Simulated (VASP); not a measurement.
# KCl (Fm-3m) in VASP: a series of runs

Runs on KCl. Level: LDA. Tasks: single point.

Everything below comes from runs of VASP 6.6.1. Logs are shortened: lines on timing, memory, paths and dates and some standing lists are left out, and cuts for length are marked.

## (1) The cell of the first run

It takes space group Fm-3m (No. 225, cubic). The conventional cell has a = 6.076 Å, b = 6.076 Å, c = 6.076 Å, α = 90.00°, β = 90.00°, γ = 90.00°. K (site symmetry m-3m) has 6 Cl at 3.04 Å within 4.0 Å. Cl (site symmetry m-3m) has 6 K at 3.04 Å within 4.0 Å.

## (2) Single point, LDA

Contents of INCAR:

```
ALGO = Normal
EDIFF = 1E-6
ENCUT = 500
GGA = CA
GGA_COMPAT = F
ISIF = 2
ISMEAR = 0
LASPH = T
LCHARG = F
LREAL = F
LWAVE = F
NBANDS = 15
NELM = 120
PREC = Accurate
SIGMA = 0.02
```

Contents of KPOINTS:

```
k-points
0
Gamma
  6 6 6
```

Contents of POSCAR:

```
KCl
1.0
    0.0000000000      3.0382223081      3.0382223081
    3.0382223081      0.0000000000      3.0382223081
    3.0382223081      3.0382223081      0.0000000000
K Cl
1 1
Direct
    0.0000000000      0.0000000000      0.0000000000
    0.5000000000      0.5000000000      0.5000000000
```

Potentials or basis: VASP PAW LDA potentials, release 64 (K_sv, Cl).

Started as:

```bash
cat potpaw_LDA.64/K_sv/POTCAR potpaw_LDA.64/Cl/POTCAR > POTCAR
mpirun -np 1 vasp_std > vasp.out
```

OUTCAR:

```text
EDIFF = 1E-6
   ENCUT = 500
   GGA = CA
   ISIF = 2
   ISMEAR = 0
   LASPH = T
   LREAL = F
   NELM = 120
   PREC = Accurate

 ion  position               nearest neighbor table
   1  0.000  0.000  0.000-   2 3.04   2 3.04   2 3.04   2 3.04   2 3.04   2 3.04
   2  0.500  0.500  0.500-   1 3.04   1 3.04   1 3.04   1 3.04   1 3.04   1 3.04

  LATTYP: Found a face centered cubic cell.
 ALAT       =     6.0764446162

  Lattice vectors:

 A1 = (   0.0000000000,   3.0382223081,   3.0382223081)
 A2 = (   3.0382223081,   0.0000000000,   3.0382223081)
 A3 = (   3.0382223081,   3.0382223081,   0.0000000000)

Analysis of symmetry for initial positions (statically):
=====================================================================
 Subroutine PRICEL returns:
 Original cell was already a primitive cell.

 Routine SETGRP: Setting up the symmetry group for a
 face centered cubic supercell.

 Subroutine GETGRP returns: Found 48 space group operations
 (whereof 48 operations were pure point group operations)
 out of a pool of 48 trial point group operations.

The static configuration has the point symmetry O_h .

Analysis of symmetry for dynamics (positions and initial velocities):
=====================================================================
 Subroutine PRICEL returns:
 Original cell was already a primitive cell.

 Routine SETGRP: Setting up the symmetry group for a
 face centered cubic supercell.

 Subroutine GETGRP returns: Found 48 space group operations
 (whereof 48 operations were pure point group operations)
 out of a pool of 48 trial point group operations.

The dynamic configuration has the point symmetry O_h .

 Subroutine INISYM returns: Found 48 space group operations
 (whereof 48 operations are pure point group operations),
 and found     1 'primitive' translations

----------------------------------------------------------------------------------------

                                     Primitive cell

  volume of cell :      56.0904

  direct lattice vectors                    reciprocal lattice vectors
     0.000000000  3.038222308  3.038222308    -0.164569919  0.164569919  0.164569919
     3.038222308  0.000000000  3.038222308     0.164569919 -0.164569919  0.164569919
     3.038222308  3.038222308  0.000000000     0.164569919  0.164569919 -0.164569919

  length of vectors
     4.296695194  4.296695194  4.296695194     0.285043462  0.285043462  0.285043462
[... 80 lines left out ...]
   POTIM  = 0.5000    time-step for ionic-motion
   TEBEG  =    0.0;   TEEND  =   0.0 temperature during run
   PSTRESS=    0.0 pullay stress
   NELECT =      16.0000    total number of electrons
   NUPDOWN=      -1.0000    fix difference up-down
   EMIN   =  10.00;   EMAX   =-10.00  energy-range for DOS
   EFERMI =   0.00;   METHOD = LEGACY
   ISMEAR =     0;   SIGMA  =   0.02  broadening in eV -4-tet -1-fermi 0-gaus
   EFERMI_NEDOS =   21; number of points for ismear=-14 and -15
   IALGO  =     38    algorithm
   IMIX   =      4    mixing-type and parameters
     AMIX     =   0.40;   BMIX     =  1.00
     AMIX_MAG =   1.60;   BMIX_MAG =  1.00
  volume/ion in A,a.u.               =      28.05       189.26
  Fermi-wavevector in a.u.,A,eV,Ry     =   1.077669  2.036499 15.801396  1.161370
  Thomas-Fermi vector in A             =   2.213587
   LORBIT       =      0    0 simple, 1 ext, 2 COOP (PROOUT), +10 PAW based schemes
   GGA     = CA    functional components
   LHFCALC =     F    Hartree Fock is set to
   AEXX    =    0.0000 exact exchange contribution
   IVDW    =     0    specifies the selected vdW correction
   LEPSILON=     F    determine dielectric tensor
   LRPA    =     F    only Hartree local field effects (RPA)
 non-spin polarized calculation
 Gauss-broadening in eV      SIGMA  =   0.02
  energy-cutoff  :      500.00
  volume of cell :       56.09
 maximum number of plane-waves:      1435
   NGX = 15   NGY = 15   NGZ = 15

 number of electron      16.0000000 magnetization

 Free energy of the ion-electron system (eV)
  ---------------------------------------------------
  ext. energy  EPLUGINS =         0.00000000
  ---------------------------------------------------
  free energy    TOTEN  =        -7.40756695 eV

  energy without entropy =       -7.40756695  energy(sigma->0) =       -7.40756695

 E-fermi :  -1.4694     XC(G=0):  -8.5527

 val. band max:       -1.6227414160   @ k =   0.0000   0.0000   0.0000
 cond. band min:       3.4923439117   @ k =   0.0000   0.0000   0.0000
 fundamental gap:      5.1150853278
 Fermi energy:        -1.4694018331

 k-point     1 :       0.0000    0.0000    0.0000
  band No.  band energies     occupation
      1     -28.2264      2.00000
      2     -13.7826      2.00000
      3     -11.9262      2.00000
      4     -11.9262      2.00000
      5     -11.9262      2.00000
      6      -1.6227      2.00000
      7      -1.6227      2.00000
      8      -1.6227      2.00000
      9       3.4923      0.00000
     10       6.4874      0.00000
     11       6.4874      0.00000
     12       6.4874      0.00000
     13       7.4886      0.00000
     14       7.4886      0.00000
[... 257 lines left out ...]
      2     -13.7476      2.00000
      3     -12.1258      2.00000
      4     -12.0535      2.00000
      5     -11.8549      2.00000
      6      -2.2932      2.00000
      7      -2.1643      2.00000
      8      -2.0458      2.00000
      9       5.2774      0.00000
     10       7.2521      0.00000
     11       7.6181      0.00000
     12       8.7322      0.00000
     13       9.4842      0.00000
     14      10.3172      0.00000
     15      11.0075      0.00000

------------------------ aborting loop because EDIFF is reached ----------------------------------------

  FORCE on cell =-STRESS in cart. coord.  units (eV):
  Direction    XX          YY          ZZ          XY          YZ          ZX
  --------------------------------------------------------------------------------------
  -------------------------------------------------------------------------------------
  Total        0.0298502      0.0298502      0.0298502     -0.0000000     -0.0000000      0.0000000
  in kB        0.8526480      0.8526480      0.8526480     -0.0000000     -0.0000000      0.0000000
  external PRESSURE =       0.8526480 kB  Pullay stress =       0.0000000 kB

 VOLUME and BASIS-vectors are now :
 -----------------------------------------------------------------------------
  energy-cutoff  :      500.00
  volume of cell :       56.09
      direct lattice vectors                 reciprocal lattice vectors
     0.000000000  3.038222308  3.038222308    -0.164569919  0.164569919  0.164569919
     3.038222308  0.000000000  3.038222308     0.164569919 -0.164569919  0.164569919
     3.038222308  3.038222308  0.000000000     0.164569919  0.164569919 -0.164569919

 POSITION                                       TOTAL-FORCE (eV/Angst)
 -----------------------------------------------------------------------------------
      0.00000      0.00000      0.00000         0.000000     -0.000000      0.000000
      3.03822      3.03822      3.03822         0.000000      0.000000      0.000000
 -----------------------------------------------------------------------------------
    total drift:                                0.000000     -0.000000     -0.000000

  FREE ENERGIE OF THE ION-ELECTRON SYSTEM (eV)
  ---------------------------------------------------
  free  energy   TOTEN  =        -7.4075669546 eV

  energy  without entropy=       -7.4075669546  energy(sigma->0) =       -7.40756695
```

Run time: 6.1 s. Hardware: 1 thread of Intel Xeon Platinum 8375C at 2.90GHz (Ice Lake), shared host; peak memory 0.15 GiB.

Results:

```yaml
Free_energy: -7.4076 eV
Pressure: 0.1 GPa
Band_gap_on_the_k_mesh: 5.12 eV
```

Levels at points of the mesh, in eV from the valence-band top:
| k point | band 6 | band 7 | band 8 | band 9 | band 10 | band 11 |
| --- | --- | --- | --- | --- | --- | --- |
| (0.00, 0.00, 0.00) | 0.00 | 0.00 | 0.00 | 5.12 | 8.11 | 8.11 |
| (0.50, 0.00, 0.00) | -1.34 | -0.45 | -0.45 | 7.48 | 8.66 | 10.61 |
| (0.50, 0.50, 0.00) | -0.76 | -0.25 | -0.25 | 6.04 | 8.46 | 10.24 |

## (3) Single point, LDA

Contents of INCAR:

```
SYSTEM = KCl
  PREC = Accurate
  ENCUT = 500
  EDIFF = 1E-6
  ISMEAR = 0
  SIGMA = 0.02
  LREAL = .FALSE.
  LASPH = .TRUE.
  NELM = 120
  ALGO = Normal
  ISIF = 2
  LWAVE = .FALSE.
  LCHARG = .FALSE.
  GGA = CA
  NBANDS = 15
  GGA_COMPAT = .FALSE.
```

Contents of KPOINTS:

```
Automatic mesh
0
G
  6 6 6
  0 0 0
```

POSCAR is that of step 2.

Potentials or basis: VASP PAW LDA potentials, release 64 (K_sv, Cl).

Started as:

```bash
cat potpaw_LDA.64/K_sv/POTCAR potpaw_LDA.64/Cl/POTCAR > POTCAR
mpirun -np 1 vasp_std > vasp.out
```

OUTCAR:

```text
SYSTEM = KCl
   PREC = Accurate
   ENCUT = 500
   EDIFF = 1E-6
   ISMEAR = 0
   LREAL = .FALSE.
   LASPH = .TRUE.
   NELM = 120
   ISIF = 2
   GGA = CA

 ion  position               nearest neighbor table
   1  0.000  0.000  0.000-   2 3.04   2 3.04   2 3.04   2 3.04   2 3.04   2 3.04
   2  0.500  0.500  0.500-   1 3.04   1 3.04   1 3.04   1 3.04   1 3.04   1 3.04

  LATTYP: Found a face centered cubic cell.
 ALAT       =     6.0764446162

  Lattice vectors:

 A1 = (   0.0000000000,   3.0382223081,   3.0382223081)
 A2 = (   3.0382223081,   0.0000000000,   3.0382223081)
 A3 = (   3.0382223081,   3.0382223081,   0.0000000000)

Analysis of symmetry for initial positions (statically):
=====================================================================
 Subroutine PRICEL returns:
 Original cell was already a primitive cell.

 Routine SETGRP: Setting up the symmetry group for a
 face centered cubic supercell.

 Subroutine GETGRP returns: Found 48 space group operations
 (whereof 48 operations were pure point group operations)
 out of a pool of 48 trial point group operations.

The static configuration has the point symmetry O_h .

Analysis of symmetry for dynamics (positions and initial velocities):
=====================================================================
 Subroutine PRICEL returns:
 Original cell was already a primitive cell.

 Routine SETGRP: Setting up the symmetry group for a
 face centered cubic supercell.

 Subroutine GETGRP returns: Found 48 space group operations
 (whereof 48 operations were pure point group operations)
 out of a pool of 48 trial point group operations.

The dynamic configuration has the point symmetry O_h .

 Subroutine INISYM returns: Found 48 space group operations
 (whereof 48 operations are pure point group operations),
 and found     1 'primitive' translations

----------------------------------------------------------------------------------------

                                     Primitive cell

  volume of cell :      56.0904

  direct lattice vectors                    reciprocal lattice vectors
     0.000000000  3.038222308  3.038222308    -0.164569919  0.164569919  0.164569919
[... 110 lines left out ...]
  energy-cutoff  :      500.00
  volume of cell :       56.09
 maximum number of plane-waves:      1435
   NGX = 15   NGY = 15   NGZ = 15

 number of electron      16.0000000 magnetization

 Free energy of the ion-electron system (eV)
  ---------------------------------------------------
  ext. energy  EPLUGINS =         0.00000000
  ---------------------------------------------------
  free energy    TOTEN  =        -7.40756695 eV

  energy without entropy =       -7.40756695  energy(sigma->0) =       -7.40756695

 E-fermi :  -1.4694     XC(G=0):  -8.5527

 val. band max:       -1.6227414160   @ k =   0.0000   0.0000   0.0000
 cond. band min:       3.4923439117   @ k =   0.0000   0.0000   0.0000
 fundamental gap:      5.1150853278
 Fermi energy:        -1.4694018331

 k-point     1 :       0.0000    0.0000    0.0000
  band No.  band energies     occupation
      1     -28.2264      2.00000
      2     -13.7826      2.00000
      3     -11.9262      2.00000
      4     -11.9262      2.00000
      5     -11.9262      2.00000
      6      -1.6227      2.00000
      7      -1.6227      2.00000
      8      -1.6227      2.00000
      9       3.4923      0.00000
     10       6.4874      0.00000
     11       6.4874      0.00000
     12       6.4874      0.00000
     13       7.4886      0.00000
     14       7.4886      0.00000
[... 257 lines left out ...]
      2     -13.7476      2.00000
      3     -12.1258      2.00000
      4     -12.0535      2.00000
      5     -11.8549      2.00000
      6      -2.2932      2.00000
      7      -2.1643      2.00000
      8      -2.0458      2.00000
      9       5.2774      0.00000
     10       7.2521      0.00000
     11       7.6181      0.00000
     12       8.7322      0.00000
     13       9.4842      0.00000
     14      10.3172      0.00000
     15      11.0075      0.00000

------------------------ aborting loop because EDIFF is reached ----------------------------------------

  FORCE on cell =-STRESS in cart. coord.  units (eV):
  Direction    XX          YY          ZZ          XY          YZ          ZX
  --------------------------------------------------------------------------------------
  -------------------------------------------------------------------------------------
  Total        0.0298502      0.0298502      0.0298502     -0.0000000     -0.0000000      0.0000000
  in kB        0.8526480      0.8526480      0.8526480     -0.0000000     -0.0000000      0.0000000
  external PRESSURE =       0.8526480 kB  Pullay stress =       0.0000000 kB

 VOLUME and BASIS-vectors are now :
 -----------------------------------------------------------------------------
  energy-cutoff  :      500.00
  volume of cell :       56.09
      direct lattice vectors                 reciprocal lattice vectors
     0.000000000  3.038222308  3.038222308    -0.164569919  0.164569919  0.164569919
     3.038222308  0.000000000  3.038222308     0.164569919 -0.164569919  0.164569919
     3.038222308  3.038222308  0.000000000     0.164569919  0.164569919 -0.164569919

 POSITION                                       TOTAL-FORCE (eV/Angst)
 -----------------------------------------------------------------------------------
      0.00000      0.00000      0.00000         0.000000     -0.000000      0.000000
      3.03822      3.03822      3.03822         0.000000      0.000000      0.000000
 -----------------------------------------------------------------------------------
    total drift:                                0.000000     -0.000000     -0.000000

  FREE ENERGIE OF THE ION-ELECTRON SYSTEM (eV)
  ---------------------------------------------------
  free  energy   TOTEN  =        -7.4075669546 eV

  energy  without entropy=       -7.4075669546  energy(sigma->0) =       -7.40756695
```

OSZICAR:

```text
N       E                     dE             d eps       ncg     rms          rms(c)
DAV:   1     0.107956936445E+03    0.10796E+03   -0.71896E+03   480   0.957E+02
DAV:   2    -0.161965205697E+01   -0.10958E+03   -0.10034E+03   642   0.254E+02
DAV:   3    -0.746218118698E+01   -0.58425E+01   -0.58158E+01   641   0.515E+01
DAV:   4    -0.767978798573E+01   -0.21761E+00   -0.21757E+00   764   0.925E+00
DAV:   5    -0.768191406556E+01   -0.21261E-02   -0.21260E-02   634   0.966E-01    0.417E+00
DAV:   6    -0.743291702945E+01    0.24900E+00   -0.33954E-01   592   0.329E+00    0.332E+00
DAV:   7    -0.740791440432E+01    0.25003E-01   -0.61034E-02   656   0.159E+00    0.184E+00
DAV:   8    -0.740750968795E+01    0.40472E-03   -0.96187E-03   678   0.778E-01    0.237E-01
DAV:   9    -0.740747808199E+01    0.31606E-04   -0.33595E-04   615   0.114E-01    0.777E-02
DAV:  10    -0.740756620926E+01   -0.88127E-04   -0.51708E-05   557   0.472E-02    0.464E-03
DAV:  11    -0.740756695464E+01   -0.74538E-06   -0.17965E-06   659   0.791E-03
   1 F= -.74075670E+01 E0= -.74075670E+01  d E =-.463619E-29
```

Run time: 6.2 s. Hardware: 1 thread of Intel Xeon Platinum 8375C at 2.90GHz (Ice Lake), shared host; peak memory 0.15 GiB.

Results:

```yaml
Free_energy: -7.4076 eV
Pressure: 0.1 GPa
Band_gap_on_the_k_mesh: 5.12 eV
```

Levels at points of the mesh, in eV from the valence-band top:
| k point | band 6 | band 7 | band 8 | band 9 | band 10 | band 11 |
| --- | --- | --- | --- | --- | --- | --- |
| (0.00, 0.00, 0.00) | 0.00 | 0.00 | 0.00 | 5.12 | 8.11 | 8.11 |
| (0.50, 0.00, 0.00) | -1.34 | -0.45 | -0.45 | 7.48 | 8.66 | 10.61 |
| (0.50, 0.50, 0.00) | -0.76 | -0.25 | -0.25 | 6.04 | 8.46 | 10.24 |

## (4) Single point, LDA

This run uses another cell than the first one, of 31.01 Å³/atom.

Contents of INCAR:

```
ALGO = Normal
EDIFF = 1E-6
ENCUT = 500
GGA = CA
GGA_COMPAT = False
ISIF = 2
ISMEAR = 0
LASPH = True
LCHARG = False
LREAL = False
LWAVE = False
NBANDS = 15
NELM = 120
PREC = Accurate
SIGMA = 0.1
```

Contents of KPOINTS:

```
k-points
0
Gamma
  6 6 6
```

Contents of POSCAR:

```
KCl
1.0
    0.0000000000      3.1418713000      3.1418713000
    3.1418713000      0.0000000000      3.1418713000
    3.1418713000      3.1418713000      0.0000000000
K Cl
1 1
Direct
    0.0000000000      0.0000000000      0.0000000000
    0.5000000000      0.5000000000      0.5000000000
```

Started as:

```bash
cat potpaw_LDA.64/K_sv/POTCAR potpaw_LDA.64/Cl/POTCAR > POTCAR
mpirun -np 1 vasp_std > vasp.out
```

Wall time 6.4 s (1 thread of Intel Xeon Platinum 8375C at 2.90GHz (Ice Lake), shared host); peak memory 0.16 GiB.

The run converged. Its results:

```
Free energy            : -7.3728 eV
Pressure               : -1.9 GPa
Band gap on the k mesh : 4.76 eV
```

Levels at points of the mesh, in eV from the valence-band top:
| k point | band 4 | band 5 | band 6 | band 7 | band 8 | band 9 | band 10 | band 11 | band 12 | band 13 |
| --- | --- | --- | --- | --- | --- | --- | --- | --- | --- | --- |
| (0.00, 0.00, 0.00) | -10.52 | -10.52 | 0.00 | 0.00 | 0.00 | 4.76 | 8.09 | 8.09 | 8.09 | 9.02 |
| (0.50, 0.00, 0.00) | -10.53 | -10.27 | -1.14 | -0.35 | -0.35 | 7.20 | 8.27 | 10.29 | 10.29 | 11.13 |
| (0.50, 0.50, 0.00) | -10.58 | -10.58 | -0.70 | -0.24 | -0.24 | 6.16 | 7.99 | 9.67 | 10.05 | 10.42 |
